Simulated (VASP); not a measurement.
Wanted: the native input for a VASP 6.6.1 run.

* Task: single point
* Functional: PBEsol
* Potentials or basis: VASP PAW PBE potentials, release 64 (W_sv, C_h)
* Cutoff: 1300 eV
* k mesh: 14 × 14 × 12
* Occupations: fermi-dirac, width 0.08 eV
* Spin: no spin polarisation
* Dipole correction: no
* Further INCAR settings: ALGO = Normal; EDIFF = 1e-06; NBANDS = 16

The structure of WC lies in POSCAR:

```
WC
1.0
    2.8987859516      0.0000000000      0.0000000000
   -1.4493929758      2.5104222742      0.0000000000
    0.0000000000      0.0000000000      2.8274216361
W C
1 1
Direct
    0.0000000000      0.0000000000      0.0000000000
    0.6666666667      0.3333333333      0.5000000000
```

One way to write it, as run:

INCAR

```
SYSTEM = WC
PREC = Accurate
ENCUT = 1300
EDIFF = 1E-6
ISMEAR = -1
SIGMA = 0.08
LREAL = .FALSE.
LASPH = .TRUE.
NELM = 120
ALGO = Normal
ISIF = 2
LWAVE = .FALSE.
LCHARG = .FALSE.
GGA = PS
NBANDS = 16
GGA_COMPAT = .FALSE.
```

KPOINTS

```
Automatic mesh
0
G
  14 14 12
  0 0 0
```

Potentials or basis: VASP PAW PBE potentials, release 64 (W_sv, C_h).

Run with:

```sh
$ cat potpaw_PBE.64/W_sv/POTCAR potpaw_PBE.64/C_h/POTCAR > POTCAR
$ mpirun -np 1 vasp_std > vasp.out
```

It gave:

```yaml
Pressure: 1.2 GPa
Band_gap_on_the_k_mesh: zero (bands 9 and 10 overlap by 1.27 eV)
```

Caveat: the PAW data sets were made with another functional, which shifts forces and pressure a little; spin-orbit coupling is left out, which moves the levels of the heavy elements.

Run time: 53 s on 1 thread of Intel(R) Xeon(R) 6975P-C (Granite Rapids) (shared host), peak memory 0.38 GiB.
